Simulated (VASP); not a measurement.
# Sc (Im-3m) in VASP: a series of runs

Sc is run at these levels: PBEsol; tasks: single point, relaxation of cell and atoms.

All numbers are computed with VASP 6.6.1; they aren't measurements. Logs are shortened: lines on timing, memory, paths and dates and some standing lists are left out, and cuts for length are marked.

## Step 1: The cell of the first run

Symmetry: Im-3m, No. 229, cubic system. Conventional cell: a = 3.242 Å, b = 3.242 Å, c = 3.242 Å, α = 90.00°, β = 90.00°, γ = 90.00°. Sc (site symmetry m-3m) has 14 Sc at 2.81 to 3.24 Å within 3.7 Å.

## Step 2: Single point, PBEsol

File INCAR:

```
SYSTEM = Sc
PREC = Accurate
ENCUT = 520
EDIFF = 1E-7
ISMEAR = -1
SIGMA = 0.05
LREAL = .FALSE.
LASPH = .TRUE.
NELM = 80
ALGO = Normal
ISIF = 2
LWAVE = .FALSE.
LCHARG = .FALSE.
GGA = PS
NBANDS = 12
```

File KPOINTS:

```
Automatic mesh
0
G
  7 7 7
  0 0 0
```

File POSCAR:

```
Sc
1.0
    1.6209765296      1.6209765296      1.6209765296
   -1.6209765296      1.6209765296      1.6209765296
   -1.6209765296     -1.6209765296      1.6209765296
Sc
1
Direct
    0.0000000000      0.0000000000      0.0000000000
```

Potentials or basis: VASP PAW PBE potentials, release 64 (Sc_sv).

Launch:

```sh
$ cat potpaw_PBE.64/Sc_sv/POTCAR > POTCAR
$ mpirun -np 1 vasp_std > vasp.out
```

OUTCAR:

```text
SYSTEM = Sc
   PREC = Accurate
   ENCUT = 520
   EDIFF = 1E-7
   ISMEAR = -1
   LREAL = .FALSE.
   LASPH = .TRUE.
   NELM = 80
   ISIF = 2
   GGA = PS

 ion  position               nearest neighbor table
   1  0.000  0.000  0.000-

  LATTYP: Found a body centered cubic cell.
 ALAT       =     3.2419530592

  Lattice vectors:

 A1 = (   1.6209765296,  -1.6209765296,  -1.6209765296)
 A2 = (   1.6209765296,   1.6209765296,   1.6209765296)
 A3 = (  -1.6209765296,  -1.6209765296,   1.6209765296)

Analysis of symmetry for initial positions (statically):
=====================================================================
 Subroutine PRICEL returns:
 Original cell was already a primitive cell.

 Routine SETGRP: Setting up the symmetry group for a
 body centered cubic supercell.

 Subroutine GETGRP returns: Found 48 space group operations
 (whereof 48 operations were pure point group operations)
 out of a pool of 48 trial point group operations.

The static configuration has the point symmetry O_h .

Analysis of symmetry for dynamics (positions and initial velocities):
=====================================================================
 Subroutine PRICEL returns:
 Original cell was already a primitive cell.

 Routine SETGRP: Setting up the symmetry group for a
 body centered cubic supercell.

 Subroutine GETGRP returns: Found 48 space group operations
 (whereof 48 operations were pure point group operations)
 out of a pool of 48 trial point group operations.

The dynamic configuration has the point symmetry O_h .

 Subroutine INISYM returns: Found 48 space group operations
 (whereof 48 operations are pure point group operations),
 and found     1 'primitive' translations

----------------------------------------------------------------------------------------

                                     Primitive cell

  volume of cell :      17.0369

  direct lattice vectors                    reciprocal lattice vectors
     1.620976530  1.620976530  1.620976530     0.308456039  0.000000000  0.308456039
    -1.620976530  1.620976530  1.620976530    -0.308456039  0.308456039  0.000000000
    -1.620976530 -1.620976530  1.620976530     0.000000000 -0.308456039  0.308456039

  length of vectors
     2.807613707  2.807613707  2.807613707     0.436222714  0.436222714  0.436222714

  position of ions in fractional coordinates (direct lattice)
     0.000000000  0.000000000  0.000000000

  ion indices of the primitive-cell ions
   primitive index   ion index
                 1           1

----------------------------------------------------------------------------------------

 KPOINTS: Automatic mesh

Automatic generation of k-mesh.
 Grid dimensions read from file:
 generate k-points for:    7    7    7

 Generating k-lattice:

  Cartesian coordinates                     Fractional coordinates (reciprocal lattice)
     0.044065148  0.000000000  0.044065148     0.142857143  0.000000000  0.000000000
    -0.044065148  0.044065148  0.000000000     0.000000000  0.142857143  0.000000000
     0.000000000 -0.044065148  0.044065148     0.000000000  0.000000000  0.142857143

  Length of vectors
     0.062317531  0.062317531  0.062317531

  Shift w.r.t. Gamma in fractional coordinates (k-lattice)
     0.000000000  0.000000000  0.000000000

 Subroutine IBZKPT returns following result:
 ===========================================

 Found     20 irreducible k-points:

 Following reciprocal coordinates:
            Coordinates               Weight
  0.000000  0.000000  0.000000      1.000000
  0.142857  0.000000  0.000000     12.000000
  0.285714  0.000000  0.000000     12.000000
  0.428571  0.000000  0.000000     12.000000
  0.285714  0.142857  0.000000     24.000000
  0.428571  0.142857 -0.000000     48.000000
[... 12 lines left out ...]
 -0.428571  0.428571  0.285714      8.000000
  0.428571  0.428571  0.428571      6.000000
   k-points           NKPTS =     20   k-points in BZ     NKDIM =     20   number of bands    NBANDS=     12
   number of dos      NEDOS =    301   number of ions     NIONS =      1
   total plane-waves  NPLWV =  13824
   dimension x,y,z NGX =    24 NGY =   24 NGZ =   24
   dimension x,y,z NGXF=    48 NGYF=   48 NGZF=   48
   ions per type =               1
   NGX,Y,Z   is equivalent  to a cutoff of  14.21, 14.21, 14.21 a.u.
   NGXF,Y,Z  is equivalent  to a cutoff of  28.42, 28.42, 28.42 a.u.
 SYSTEM =  Sc
   PREC   = accura    normal or accurate (medium, high low for compatibility)
   ISTART =      0    job   : 0-new  1-cont  2-samecut
   ICHARG =      2    charge: 1-file 2-atom 10-const
   ISPIN  =      1    spin polarized calculation?
   LNONCOLLINEAR =      F non collinear calculations
   LSORBIT =      F    spin-orbit coupling
   LASPH  =      T    aspherical Exc in radial PAW
   ENCUT  =  520.0 eV  38.22 Ry    6.18 a.u.   5.22  5.22  5.22*2*pi/ulx,y,z
   NELM   =     80;   NELMIN=  2; NELMDL= -5     # of ELM steps
   EDIFF  = 0.1E-06   stopping-criterion for ELM
   LREAL  =      F    real-space projection
   EDIFFG = 0.1E-05   stopping-criterion for IOM
   NSW    =      0    number of steps for IOM
   IBRION =     -1    ionic relax: 0-MD 1-quasi-New 2-CG
   NFREE  =      0    steps in history (QN), initial steepest desc. (CG)
   ISIF   =      2    stress and relaxation
   ISYM   =      2    0-nonsym 1-usesym 2-fastsym
   POTIM  = 0.5000    time-step for ionic-motion
   TEBEG  =    0.0;   TEEND  =   0.0 temperature during run
   PSTRESS=    0.0 pullay stress
   NELECT =      11.0000    total number of electrons
   NUPDOWN=      -1.0000    fix difference up-down
   EMIN   =  10.00;   EMAX   =-10.00  energy-range for DOS
   EFERMI =   0.00;   METHOD = LEGACY
   ISMEAR =    -1;   SIGMA  =   0.05  broadening in eV -4-tet -1-fermi 0-gaus
   EFERMI_NEDOS =   21; number of points for ismear=-14 and -15
   IALGO  =     38    algorithm
   IMIX   =      4    mixing-type and parameters
     AMIX     =   0.40;   BMIX     =  1.00
     AMIX_MAG =   1.60;   BMIX_MAG =  1.00
  volume/ion in A,a.u.               =      17.04       114.97
  Fermi-wavevector in a.u.,A,eV,Ry     =   1.414954  2.673875 27.240156  2.002095
  Thomas-Fermi vector in A             =   2.536443
   LORBIT       =      0    0 simple, 1 ext, 2 COOP (PROOUT), +10 PAW based schemes
   GGA     = PS    functional components
   LHFCALC =     F    Hartree Fock is set to
   AEXX    =    0.0000 exact exchange contribution
   IVDW    =     0    specifies the selected vdW correction
   LEPSILON=     F    determine dielectric tensor
   LRPA    =     F    only Hartree local field effects (RPA)
 non-spin polarized calculation
  energy-cutoff  :      520.00
  volume of cell :       17.04
 maximum number of plane-waves:       467
 NGX is ok and might be reduce to    24
   NGX = 11   NGY = 11   NGZ = 11

 number of electron      10.9999998 magnetization

 Free energy of the ion-electron system (eV)
  ---------------------------------------------------
  ext. energy  EPLUGINS =         0.00000000
  ---------------------------------------------------
  free energy    TOTEN  =        -5.98452178 eV

  energy without entropy =       -5.96951718  energy(sigma->0) =       -5.97701948

 E-fermi :   6.2159     XC(G=0): -11.6147

 val. band max:        6.1564389518   @ k =   0.2857  -0.2857   0.1429
 cond. band min:       6.2224871287   @ k =  -0.4286   0.1429   0.0000
 fundamental gap:      0.0660481769
 Fermi energy:         6.2158568292

 k-point     1 :       0.0000    0.0000    0.0000
  band No.  band energies     occupation
      1     -42.3624      2.00000
      2     -20.4097      2.00000
      3     -20.4097      2.00000
      4     -20.4097      2.00000
      5       0.4626      2.00000
      6       8.0700      0.00000
      7       8.0700      0.00000
      8       8.0700      0.00000
      9      10.2736      0.00000
     10      10.2736      0.00000
     11      22.8849      0.00000
     12      22.8849      0.00000

 k-point     2 :       0.1429    0.0000    0.0000
  band No.  band energies     occupation
      1     -42.3088      2.00000
      2     -20.6705      2.00000
      3     -20.4843      2.00000
      4     -20.4129      2.00000
      5       1.2182      2.00000
      6       7.6519      0.00000
      7       7.8295      0.00000
      8       8.7106      0.00000
      9       9.8870      0.00000
     10      10.3018      0.00000
     11      22.7417      0.00000
     12      22.8954      0.00000

 k-point     3 :       0.2857    0.0000    0.0000
  band No.  band energies     occupation
      1     -42.1866      2.00000
      2     -21.2260      2.00000
      3     -20.6480      2.00000
      4     -20.4205      2.00000
      5       2.8934      2.00000
      6       6.8400      0.00001
      7       7.0758      0.00000
      8      10.0158      0.00000
      9      10.3896      0.00000
     10      10.4869      0.00000
     11      20.4956      0.00000
     12      21.2626      0.00000

 k-point     4 :       0.4286    0.0000    0.0000
  band No.  band energies     occupation
      1     -42.0866      2.00000
      2     -21.6462      2.00000
      3     -20.7756      2.00000
      4     -20.4268      2.00000
      5       3.6934      2.00000
      6       6.2802      0.43258
      7       7.6374      0.00000
      8      10.3358      0.00000
      9      10.7884      0.00000
     10      12.1696      0.00000
     11      17.6517      0.00000
     12      19.4803      0.00000

 k-point     5 :       0.2857    0.1429    0.0000
  band No.  band energies     occupation
      1     -42.2208      2.00000
      2     -21.0475      2.00000
      3     -20.5817      2.00000
      4     -20.4708      2.00000
      5       2.4990      2.00000
      6       7.0505      0.00000
      7       7.1627      0.00000
      8       9.6123      0.00000
      9       9.9896      0.00000
     10      10.6138      0.00000
     11      21.7526      0.00000
     12      21.9668      0.00000
[... 168 lines left out ...]
      1     -42.0464      2.00000
      2     -21.1954      2.00000
      3     -20.9191      2.00000
      4     -20.9191      2.00000
      5       4.4010      2.00000
      6       5.8270      1.99916
      7       8.7073      0.00000
      8       8.7073      0.00000
      9      10.2709      0.00000
     10      11.5905      0.00000
     11      21.5373      0.00000
     12      21.5373      0.00000

 k-point    18 :       0.4286    0.2857    0.2857
  band No.  band energies     occupation
      1     -41.9672      2.00000
      2     -21.3990      2.00000
      3     -21.0635      2.00000
      4     -20.9550      2.00000
      5       4.6759      2.00000
      6       5.0024      2.00000
      7       8.8611      0.00000
      8       9.2684      0.00000
      9      11.8008      0.00000
     10      13.2118      0.00000
     11      17.6468      0.00000
     12      19.2684      0.00000

 k-point    19 :      -0.4286    0.4286    0.2857
  band No.  band energies     occupation
      1     -41.9317      2.00000
      2     -21.2994      2.00000
      3     -21.2994      2.00000
      4     -20.9777      2.00000
      5       4.5590      2.00000
      6       4.5590      2.00000
      7       8.8065      0.00000
      8      11.1997      0.00000
      9      11.1997      0.00000
     10      15.9752      0.00000
     11      15.9752      0.00000
     12      16.6326      0.00000

 k-point    20 :       0.4286    0.4286    0.4286
  band No.  band energies     occupation
      1     -41.8999      2.00000
      2     -21.2707      2.00000
      3     -21.2166      2.00000
      4     -21.2166      2.00000
      5       4.1017      2.00000
      6       4.1219      2.00000
      7      11.0635      0.00000
      8      11.0635      0.00000
      9      11.7513      0.00000
     10      14.3063      0.00000
     11      16.5796      0.00000
     12      16.5796      0.00000

------------------------ aborting loop because EDIFF is reached ----------------------------------------

  FORCE on cell =-STRESS in cart. coord.  units (eV):
  Direction    XX          YY          ZZ          XY          YZ          ZX
  --------------------------------------------------------------------------------------
  -------------------------------------------------------------------------------------
  Total        3.2072021      3.2072021      3.2072021      0.0000000      0.0000000      0.0000000
  in kB      301.6106996    301.6106996    301.6106996      0.0000000      0.0000000      0.0000000
  external PRESSURE =     301.6106996 kB  Pullay stress =       0.0000000 kB

 VOLUME and BASIS-vectors are now :
 -----------------------------------------------------------------------------
  energy-cutoff  :      520.00
  volume of cell :       17.04
      direct lattice vectors                 reciprocal lattice vectors
     1.620976530  1.620976530  1.620976530     0.308456039  0.000000000  0.308456039
    -1.620976530  1.620976530  1.620976530    -0.308456039  0.308456039  0.000000000
    -1.620976530 -1.620976530  1.620976530     0.000000000 -0.308456039  0.308456039

 POSITION                                       TOTAL-FORCE (eV/Angst)
 -----------------------------------------------------------------------------------
      0.00000      0.00000      0.00000         0.000000     -0.000000      0.000000
 -----------------------------------------------------------------------------------
    total drift:                                0.000000      0.000000      0.000000

  FREE ENERGIE OF THE ION-ELECTRON SYSTEM (eV)
  ---------------------------------------------------
  free  energy   TOTEN  =        -5.9845217835 eV

  energy  without entropy=       -5.9695171752  energy(sigma->0) =       -5.97701948
```

Run time: 5.1 s. Hardware: 1 thread of Intel Xeon Platinum 8488C (Sapphire Rapids), shared host; peak memory 0.13 GiB.

Results:

- Free energy: -5.9845 eV
- Pressure: 30.2 GPa

Levels at points of the mesh, in eV from the Fermi level:
```
           k point  band 2  band 3  band 4  band 5  band 6  band 7  band 8  band 9
(0.00, 0.00, 0.00)  -26.63  -26.63  -26.63   -5.75    1.85    1.85    1.85    4.06
```

Caveat: the k points lie up to 0.39 Å⁻¹ apart; the PAW data sets were made with another functional, which shifts forces and pressure a little.

## Step 3: Single point, PBEsol

This run uses another cell than the first one, of 18.52 Å³/atom, 1.087 times its volume.

File INCAR:

```
SYSTEM = Sc
  PREC = Accurate
  ENCUT = 520
  EDIFF = 1E-6
  ISMEAR = -1
  SIGMA = 0.05
  LREAL = .False.
  LASPH = .True.
  NELM = 60
  ALGO = Normal
  ISIF = 2
  LWAVE = .False.
  LCHARG = .True.
  GGA = PS
  LELF = .True.
  LVHAR = .True.
  NBANDS = 12
```

File KPOINTS:

```
Automatic mesh
0
Gamma
  7 7 7
  0 0 0
```

File POSCAR:

```
Sc
1.0
    1.6666482081      1.6666482081      1.6666482081
   -1.6666482081      1.6666482081      1.6666482081
   -1.6666482081     -1.6666482081      1.6666482081
Sc
1
Direct
    0.0000000000      0.0000000000      0.0000000000
```

Potentials or basis: VASP PAW PBE potentials, release 64 (Sc_sv).

Launch:

```sh
$ cat potpaw_PBE.64/Sc_sv/POTCAR > POTCAR
$ mpirun -np 1 vasp_std > vasp.out
```

Wall time 5.7 s (1 thread of Intel Xeon Platinum 8488C (Sapphire Rapids), shared host); peak memory 0.13 GiB.

It converged, with:

- Free energy: -6.2154 eV
- Pressure: 20.1 GPa

Levels at points of the mesh, in eV from the Fermi level:
| k point | band 2 | band 3 | band 4 | band 5 | band 6 | band 7 | band 8 | band 9 |
| --- | --- | --- | --- | --- | --- | --- | --- | --- |
| (0.00, 0.00, 0.00) | -26.95 | -26.95 | -26.95 | -5.75 | 1.73 | 1.73 | 1.73 | 3.75 |

Caveat: the k points lie up to 0.38 Å⁻¹ apart; the PAW data sets were made with another functional, which shifts forces and pressure a little.

## Step 4: Single point, PBEsol

This run uses another cell than the first one, of 20.61 Å³/atom, 1.210 times its volume.

File INCAR:

```
PREC = Accurate ; ENCUT = 520
EDIFF = 1E-6 ; ISMEAR = -1
SIGMA = 0.05 ; LREAL = F
LASPH = T ; NELM = 60
ALGO = Normal ; ISIF = 2
LWAVE = F ; LCHARG = F
GGA = PS ; NBANDS = 12
```

File KPOINTS:

```
regular mesh
0
Gamma
  7 7 7
```

File POSCAR:

```
Sc
1.0
    1.7272085408      1.7272085408      1.7272085408
   -1.7272085408      1.7272085408      1.7272085408
   -1.7272085408     -1.7272085408      1.7272085408
Sc
1
Direct
    0.0000000000      0.0000000000      0.0000000000
```

Launch:

```sh
$ cat potpaw_PBE.64/Sc_sv/POTCAR > POTCAR
$ mpirun -np 1 vasp_std > vasp.out
```

It took 4.6 s on 1 thread of Intel Xeon Platinum 8488C (Sapphire Rapids), shared host; peak memory 0.13 GiB.

It converged, with:

```
Free energy : -6.4095 eV
Pressure    : 10.0 GPa
```

Levels at points of the mesh, in eV from the Fermi level:
| k point | band 3 | band 4 | band 5 | band 6 | band 7 | band 8 |
| --- | --- | --- | --- | --- | --- | --- |
| (0.00, 0.00, 0.00) | -27.31 | -27.31 | -5.60 | 1.63 | 1.63 | 1.63 |

Caveat: the k points lie up to 0.37 Å⁻¹ apart; the PAW data sets were made with another functional, which shifts forces and pressure a little.

(Continued in part 2 of 2.)
